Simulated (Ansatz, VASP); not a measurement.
## One calculation of GaN, two programs

Contents of POSCAR:

```
GaN
1.0
    2.9672035378      0.0000000000      0.0000000000
   -1.4836017689      2.5696736419      0.0000000000
    0.0000000000      0.0000000000      5.0329255193
Ga N
2 2
Direct
    0.0000000000      0.0000000000      0.0000000000
    0.0000000000      0.0000000000      0.5000000000
    0.3333333333      0.6666666667      0.2500000000
    0.6666666667      0.3333333333      0.7500000000
```

Contents of INCAR.step1:

```
SYSTEM = GaN
PREC     = Accurate       ! precision mode
ENCUT    = 520            ! plane-wave cutoff, eV
EDIFF    = 1E-5           ! SCF threshold, eV
ISMEAR   = 0              ! smearing method
SIGMA    = 0.01           ! smearing width, eV
LREAL    = .False.        ! projectors in reciprocal space
LASPH    = .True.         ! aspherical terms in the spheres
NELM     = 100            ! most SCF steps
ALGO     = Normal         ! electronic algorithm
ISIF     = 2              ! what is computed and relaxed
LWAVE    = .True.         ! write WAVECAR
LCHARG   = .False.        ! write CHGCAR
NBANDS   = 26             ! bands
GGA      = PE             ! functional
```

INCAR.step2

```
SYSTEM = GaN
PREC     = Accurate       ! precision mode
ENCUT    = 520            ! plane-wave cutoff, eV
EDIFF    = 1E-7           ! SCF threshold, eV
ISMEAR   = 0              ! smearing method
SIGMA    = 0.01           ! smearing width, eV
LREAL    = .False.        ! projectors in reciprocal space
LASPH    = .True.         ! aspherical terms in the spheres
NELM     = 100            ! most SCF steps
ALGO     = Normal         ! electronic algorithm
ISIF     = 2              ! what is computed and relaxed
LWAVE    = .False.        ! write WAVECAR
LCHARG   = .False.        ! write CHGCAR
GGA      = PE             ! functional
LHFCALC  = .True.         ! exact exchange
HFSCREEN = 0.2079         ! screening, 1/A
PRECFOCK = Normal       
NBANDS   = 26             ! bands
ISTART   = 1
```

Contents of KPOINTS:

```
regular mesh
0
Gamma
  6 6 2
  0 0 0
```

Input for Ansatz:

```yaml
crystal:
  lattice:
    - [2.9672035378, 0.0, 0.0]
    - [-1.4836017689, 2.5696736419, 0.0]
    - [0.0, 0.0, 5.0329255193]
  atoms:
    - { symbol: Ga, position: [0.0, 0.0, 0.0] }
    - { symbol: Ga, position: [0.0, 0.0, 0.5] }
    - { symbol: "N", position: [0.3333333333, 0.6666666667, 0.25] }
    - { symbol: "N", position: [0.6666666667, 0.3333333333, 0.75] }
kpoints:
  mp_grid: { grid: [6, 6, 2] }
hamiltonian:
  xc: hse06
scf:
  occupations: { method: fixed }
  n_extra_bands: 5
output:
  forces: true
  stress: true
  eigenvalues: true
  write_density: true
  write_potential: true
  elf: true
  volumetric_format: npy
```

Alike in both runs: task single point; functional HSE06; k mesh 6 × 6 × 2; no spin polarisation.

```csv
,VASP,Ansatz
version,VASP 6.6.1,Ansatz 0.2.0
potentials or method,"VASP PAW PBE potentials, release 64 (Ga_d, N)","plane waves, PAW"
plane-wave cutoff (eV),520,420
occupations,"gaussian, width 0.01 eV",fixed
valence electrons in the cell,36,36
```

|  | VASP | Ansatz | Ansatz less VASP |
| --- | --- | --- | --- |
| gap on the k mesh at the Fermi level (eV) | 2.67 | 2.68 | +0.007 |
| pressure (GPa) | -0.6 | -1.5 | -0.87 |
| traceless stress, the component that is largest in VASP (GPa) | 0.95 | 1.03 | +0.084 |

Ansatz's warnings: stress exchange threshold loose, stress scf threshold loose.

The k mesh is coarse, so the values compare programs but aren't converged.
